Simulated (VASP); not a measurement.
# Cu (I4/mmm) in VASP: single point with PBEsol

Aim: the single point of Cu with PBEsol.

All numbers are computed with VASP 6.6.1; they aren't measurements. Logs are shortened: lines on timing, memory, paths and dates and some standing lists are left out, and cuts for length are marked.

## Step 1: The cell of the first run

The structure is tetragonal, space group I4/mmm (No. 139). The conventional cell has a = 2.520 Å, b = 2.520 Å, c = 3.385 Å, α = 90.00°, β = 90.00°, γ = 90.00°. Within 3.2 Å of Cu (site symmetry 4/mmm) lie 12 Cu at 2.46 to 2.52 Å.

## Step 2: Single point, PBEsol (strain +0.000 along x and y, -0.050 along z)

File INCAR:

```
  ALGO = Fast
  EDIFF = 1E-6
  ENCUT = 520
  GGA = PS
  ISIF = 2
  ISMEAR = 0
  LASPH = True
  LCHARG = False
  LREAL = False
  LWAVE = False
  NBANDS = 12
  NELM = 100
  PREC = Accurate
  SIGMA = 0.15
```

File KPOINTS:

```
k-points
0
Gamma
  28 28 28
```

File POSCAR:

```
Cu
1.0
    0.0000000000      1.7816860088      1.6926017084
    1.7816860088      0.0000000000      1.6926017084
    1.7816860088      1.7816860088      0.0000000000
Cu
1
Direct
    0.0000000000      0.0000000000      0.0000000000
```

Potentials or basis: VASP PAW PBE potentials, release 64 (Cu).

Run with:

```console
cat potpaw_PBE.64/Cu/POTCAR > POTCAR
mpirun -np 1 vasp_std > vasp.out
```

OUTCAR:

```text
EDIFF = 1E-6
   ENCUT = 520
   GGA = PS
   ISIF = 2
   ISMEAR = 0
   LASPH = True
   LREAL = False
   NELM = 100
   PREC = Accurate

 ion  position               nearest neighbor table
   1  0.000  0.000  0.000-

  LATTYP: Found a body centered tetragonal cell.
 ALAT       =     2.5196845175
 C/A-ratio  =     1.3435028843

  Lattice vectors:

 A1 = (   0.0000000000,  -1.7816860088,  -1.6926017084)
 A2 = (   0.0000000000,   1.7816860088,  -1.6926017084)
 A3 = (   1.7816860088,   0.0000000000,   1.6926017084)

Analysis of symmetry for initial positions (statically):
=====================================================================
 Subroutine PRICEL returns:
 Original cell was already a primitive cell.

 Routine SETGRP: Setting up the symmetry group for a
 body centered tetragonal supercell.

 Subroutine GETGRP returns: Found 16 space group operations
 (whereof 16 operations were pure point group operations)
 out of a pool of 16 trial point group operations.

The static configuration has the point symmetry D_4h.

Analysis of symmetry for dynamics (positions and initial velocities):
=====================================================================
 Subroutine PRICEL returns:
 Original cell was already a primitive cell.

 Routine SETGRP: Setting up the symmetry group for a
 body centered tetragonal supercell.

 Subroutine GETGRP returns: Found 16 space group operations
 (whereof 16 operations were pure point group operations)
 out of a pool of 16 trial point group operations.

The dynamic configuration has the point symmetry D_4h.

 Subroutine INISYM returns: Found 16 space group operations
 (whereof 16 operations are pure point group operations),
 and found     1 'primitive' translations

----------------------------------------------------------------------------------------

                                     Primitive cell

  volume of cell :      10.7460

  direct lattice vectors                    reciprocal lattice vectors
     0.000000000  1.781686009  1.692601708    -0.280633062  0.280633062  0.295403223
     1.781686009  0.000000000  1.692601708     0.280633062 -0.280633062  0.295403223
     1.781686009  1.781686009  0.000000000     0.280633062  0.280633062 -0.295403223

  length of vectors
     2.457499863  2.457499863  2.519684518     0.494745283  0.494745283  0.494745283

  position of ions in fractional coordinates (direct lattice)
     0.000000000  0.000000000  0.000000000

  ion indices of the primitive-cell ions
   primitive index   ion index
                 1           1

----------------------------------------------------------------------------------------

 KPOINTS: k-points

Automatic generation of k-mesh.
 Grid dimensions read from file:
 generate k-points for:   28   28   28

 Generating k-lattice:

  Cartesian coordinates                     Fractional coordinates (reciprocal lattice)
    -0.010022609  0.010022609  0.010550115     0.035714286  0.000000000  0.000000000
     0.010022609 -0.010022609  0.010550115     0.000000000  0.035714286  0.000000000
     0.010022609  0.010022609 -0.010550115     0.000000000  0.000000000  0.035714286

  Length of vectors
     0.017669474  0.017669474  0.017669474

  Shift w.r.t. Gamma in fractional coordinates (k-lattice)
     0.000000000  0.000000000  0.000000000

 Subroutine IBZKPT returns following result:
 ===========================================

 Found   1639 irreducible k-points:

 Following reciprocal coordinates:
            Coordinates               Weight
  0.000000  0.000000  0.000000      1.000000
  0.035714  0.000000  0.000000      8.000000
  0.071429  0.000000  0.000000      8.000000
  0.107143  0.000000  0.000000      8.000000
  0.142857  0.000000  0.000000      8.000000
  0.178571  0.000000  0.000000      8.000000
[... 16 lines left out ...]
  0.285714  0.035714  0.000000      8.000000
  0.321429  0.035714  0.000000      8.000000
 [... further k-points ...]
   k-points           NKPTS =   1639   k-points in BZ     NKDIM =   1639   number of bands    NBANDS=     12
   number of dos      NEDOS =    301   number of ions     NIONS =      1
   total plane-waves  NPLWV =   6480
   dimension x,y,z NGX =    18 NGY =   18 NGZ =   20
   dimension x,y,z NGXF=    36 NGYF=   36 NGZF=   40
   ions per type =               1
   NGX,Y,Z   is equivalent  to a cutoff of  12.18, 12.18, 13.20 a.u.
   NGXF,Y,Z  is equivalent  to a cutoff of  24.35, 24.35, 26.39 a.u.
 SYSTEM =  unknown system
   PREC   = accura    normal or accurate (medium, high low for compatibility)
   ISTART =      0    job   : 0-new  1-cont  2-samecut
   ICHARG =      2    charge: 1-file 2-atom 10-const
   ISPIN  =      1    spin polarized calculation?
   LNONCOLLINEAR =      F non collinear calculations
   LSORBIT =      F    spin-orbit coupling
   LASPH  =      T    aspherical Exc in radial PAW
   ENCUT  =  520.0 eV  38.22 Ry    6.18 a.u.   4.57  4.57  4.68*2*pi/ulx,y,z
   NELM   =    100;   NELMIN=  2; NELMDL= -5     # of ELM steps
   EDIFF  = 0.1E-05   stopping-criterion for ELM
   LREAL  =      F    real-space projection
   EDIFFG = 0.1E-04   stopping-criterion for IOM
   NSW    =      0    number of steps for IOM
   IBRION =     -1    ionic relax: 0-MD 1-quasi-New 2-CG
   NFREE  =      0    steps in history (QN), initial steepest desc. (CG)
   ISIF   =      2    stress and relaxation
   ISYM   =      2    0-nonsym 1-usesym 2-fastsym
   POTIM  = 0.5000    time-step for ionic-motion
   TEBEG  =    0.0;   TEEND  =   0.0 temperature during run
   PSTRESS=    0.0 pullay stress
   NELECT =      11.0000    total number of electrons
   NUPDOWN=      -1.0000    fix difference up-down
   EMIN   =  10.00;   EMAX   =-10.00  energy-range for DOS
   EFERMI =   0.00;   METHOD = LEGACY
   ISMEAR =     0;   SIGMA  =   0.15  broadening in eV -4-tet -1-fermi 0-gaus
   EFERMI_NEDOS =   21; number of points for ismear=-14 and -15
   IALGO  =     68    algorithm
   IMIX   =      4    mixing-type and parameters
     AMIX     =   0.40;   BMIX     =  1.00
     AMIX_MAG =   1.60;   BMIX_MAG =  1.00
  volume/ion in A,a.u.               =      10.75        72.52
  Fermi-wavevector in a.u.,A,eV,Ry     =   1.649896  3.117852 37.037212  2.722158
  Thomas-Fermi vector in A             =   2.738938
   LORBIT       =      0    0 simple, 1 ext, 2 COOP (PROOUT), +10 PAW based schemes
   GGA     = PS    functional components
   LHFCALC =     F    Hartree Fock is set to
   AEXX    =    0.0000 exact exchange contribution
   IVDW    =     0    specifies the selected vdW correction
   LEPSILON=     F    determine dielectric tensor
   LRPA    =     F    only Hartree local field effects (RPA)
 non-spin polarized calculation
 RMM-DIIS sequential band-by-band and
 Gauss-broadening in eV      SIGMA  =   0.15
  energy-cutoff  :      520.00
  volume of cell :       10.75
 maximum number of plane-waves:       302
   NGX =  9   NGY =  9   NGZ =  9

 number of electron      10.9999995 magnetization

 Free energy of the ion-electron system (eV)
  ---------------------------------------------------
  ext. energy  EPLUGINS =         0.00000000
  ---------------------------------------------------
  free energy    TOTEN  =        -4.28719246 eV

  energy without entropy =       -4.28417657  energy(sigma->0) =       -4.28568451

 E-fermi :   8.6470     XC(G=0): -13.4690

 val. band max:        8.6457595525   @ k =   0.5000   0.1429   0.3214
 cond. band min:       8.6496582387   @ k =   0.5000   0.0714   0.2143
 fundamental gap:      0.0038986862
 Fermi energy:         8.6470465387

 k-point     1 :       0.0000    0.0000    0.0000
  band No.  band energies     occupation
      1      -1.5077      2.00000
      2       5.2067      2.00000
      3       5.2067      2.00000
      4       5.4780      2.00000
      5       6.1063      2.00000
      6       6.3829      2.00000
      7      32.0149      0.00000
      8      35.2172      0.00000
      9      35.2172      0.00000
     10      35.6079      0.00000
     11      37.8240      0.00000
     12      38.0194      0.00000

 k-point     2 :       0.0357    0.0000    0.0000
  band No.  band energies     occupation
      1      -1.4577      2.00000
      2       5.2034      2.00000
      3       5.2171      2.00000
      4       5.4794      2.00000
      5       6.1034      2.00000
      6       6.3772      2.00000
      7      31.8275      0.00000
      8      34.4431      0.00000
      9      35.0454      0.00000
     10      35.3376      0.00000
     11      38.1089      0.00000
     12      38.2746      0.00000

 k-point     3 :       0.0714    0.0000    0.0000
  band No.  band energies     occupation
      1      -1.3086      2.00000
      2       5.1895      2.00000
      3       5.2463      2.00000
      4       5.4879      2.00000
      5       6.0965      2.00000
      6       6.3617      2.00000
      7      30.9913      0.00000
      8      33.4123      0.00000
      9      34.6467      0.00000
     10      34.9502      0.00000
     11      38.6957      0.00000
     12      38.7930      0.00000
[... 286 lines left out ...]
 k-point    23 :       0.2857    0.0357    0.0000
  band No.  band energies     occupation
      1       1.2042      2.00000
      2       4.9900      2.00000
      3       5.3348      2.00000
      4       5.5806      2.00000
      5       6.3762      2.00000
      6       6.4643      2.00000
      7      20.6430      0.00000
      8      30.9442      0.00000
      9      31.0822      0.00000
     10      35.1960      0.00000
     11      38.0557      0.00000
     12      38.1594      0.00000

 k-point    24 :       0.3214    0.0357    0.0000
  band No.  band energies     occupation
      1       1.7687      2.00000
      2       5.0838      2.00000
      3       5.2916      2.00000
      4       5.5452      2.00000
      5       6.4879      2.00000
      6       6.5911      2.00000
      7      18.9237      0.00000
      8      30.6431      0.00000
      9      30.8344      0.00000
     10      34.9461      0.00000
     11      37.3030      0.00000
     12      37.3689      0.00000

 [... further k-points ...]

------------------------ aborting loop because EDIFF is reached ----------------------------------------

  FORCE on cell =-STRESS in cart. coord.  units (eV):
  Direction    XX          YY          ZZ          XY          YZ          ZX
  --------------------------------------------------------------------------------------
  -------------------------------------------------------------------------------------
  Total        0.6625277      0.6625277      0.8721059      0.0000000      0.0000000      0.0000000
  in kB       98.7796576     98.7796576    130.0267505      0.0000000      0.0000000      0.0000000
  external PRESSURE =     109.1953552 kB  Pullay stress =       0.0000000 kB

 VOLUME and BASIS-vectors are now :
 -----------------------------------------------------------------------------
  energy-cutoff  :      520.00
  volume of cell :       10.75
      direct lattice vectors                 reciprocal lattice vectors
     0.000000000  1.781686009  1.692601708    -0.280633062  0.280633062  0.295403223
     1.781686009  0.000000000  1.692601708     0.280633062 -0.280633062  0.295403223
     1.781686009  1.781686009  0.000000000     0.280633062  0.280633062 -0.295403223

 POSITION                                       TOTAL-FORCE (eV/Angst)
 -----------------------------------------------------------------------------------
      0.00000      0.00000      0.00000        -0.000000      0.000000      0.000000
 -----------------------------------------------------------------------------------
    total drift:                                0.000000      0.000000     -0.000000

  FREE ENERGIE OF THE ION-ELECTRON SYSTEM (eV)
  ---------------------------------------------------
  free  energy   TOTEN  =        -4.2871924551 eV

  energy  without entropy=       -4.2841765697  energy(sigma->0) =       -4.28568451
```

Wall time 5.2 min (1 thread of Intel Xeon Platinum 8175M at 2.50GHz (Skylake/Cascade Lake), shared host); peak memory 0.3 GiB.

Results:

| Item | Value |
| --- | --- |
| Free energy | -4.2872 eV |
| Pressure | 10.9 GPa |
| Band gap on the k mesh | zero (an odd number of electrons rules out a gap without spin polarisation) |

Caveat: the cell differs from its parent crystal (strain +0.000 along x and y, -0.050 along z); the cell stands under pressure; the PAW data sets were made with another functional, which shifts forces and pressure a little.
